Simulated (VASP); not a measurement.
HfC2: relaxation of cell and atoms with PBE

Crystal: HfC2.

```
Hf C
1.0
     3.27821    0.00000    0.00000
    -1.63911    2.83902    0.00000
     0.00000    0.00000    3.17907
Hf C
1 2
Direct
  0.00000 0.00000 0.00000
  0.33333 0.66667 0.50000
  0.66667 0.33333 0.50000
```

The cell was built from a structure type or drawn by symmetry, and may not be a known phase.

```json
{
  "Program": "VASP 6.6.1",
  "Task": "relaxation of cell and atoms",
  "Functional": "PBE",
  "Potentials or basis": "VASP PAW PBE potentials, release 64 (Hf_pv, C)",
  "Cutoff": "600 eV",
  "k mesh": "18 × 18 × 14",
  "Occupations": "gaussian, width 0.1 eV",
  "Spin": "no spin polarisation",
  "Dipole correction": "no",
  "Further INCAR settings": "ALGO = Normal; EDIFF = 1e-06; IBRION = 2; EDIFFG = -0.01; NSW = 100; ISIF = 3"
}
```

* Relaxed volume: 9.64 Å³/atom
* Relaxed cell: a = 3.225 Å, b = 3.225 Å, c = 3.210 Å, α = 90.00°, β = 90.00°, γ = 120.00°
* Space group after relaxing (to 0.1 Å): P6/mmm (No. 191)
* Energy gained by relaxing: 5.7 meV/atom
* Ionic steps: 5
* Pressure after relaxing: -0.1 GPa
* Band gap on the k mesh: zero (bands 9 and 10 overlap by 4.42 eV)

Step by step:
```csv
step,energy change (eV),largest force (eV/Å),pressure (GPa),volume (Å³)
1,0.0000,0.0000,-3.50,29.59
2,-0.0140,0.0000,2.35,28.67
3,-0.0145,0.0000,1.42,28.81
4,-0.0168,0.0000,-0.57,28.96
5,-0.0172,0.0000,-0.08,28.92
```

Final structure:
```
Hf C
1.0
     3.22539    0.00000    0.00000
    -1.61270    2.79327    0.00000
     0.00000    0.00000    3.21043
Hf C
1 2
Direct
  0.00000 0.00000 0.00000
  0.33333 0.66667 0.50000
  0.66667 0.33333 0.50000
```

Levels at points of the mesh, in eV from the Fermi level:
| k point | band 7 | band 8 | band 9 | band 10 | band 11 | band 12 |
| --- | --- | --- | --- | --- | --- | --- |
| (0.00, 0.00, 0.00) | -4.30 | -3.24 | -3.19 | 1.70 | 1.70 | 2.98 |
| (0.50, 0.00, 0.00) | -5.17 | -4.59 | -0.50 | 2.50 | 2.77 | 3.31 |
| (0.00, 0.00, 0.50) | -4.68 | -2.23 | -2.09 | -2.09 | 0.23 | 0.23 |
| (0.50, 0.00, 0.50) | -6.19 | -4.79 | -0.63 | 4.96 | 4.99 | 5.99 |

It took 8.7 min on 1 thread of Intel Xeon 8259CL, with other jobs on the host, peak memory 0.29 GiB.

Caveat: spin-orbit coupling is left out, which moves the levels of the heavy elements.
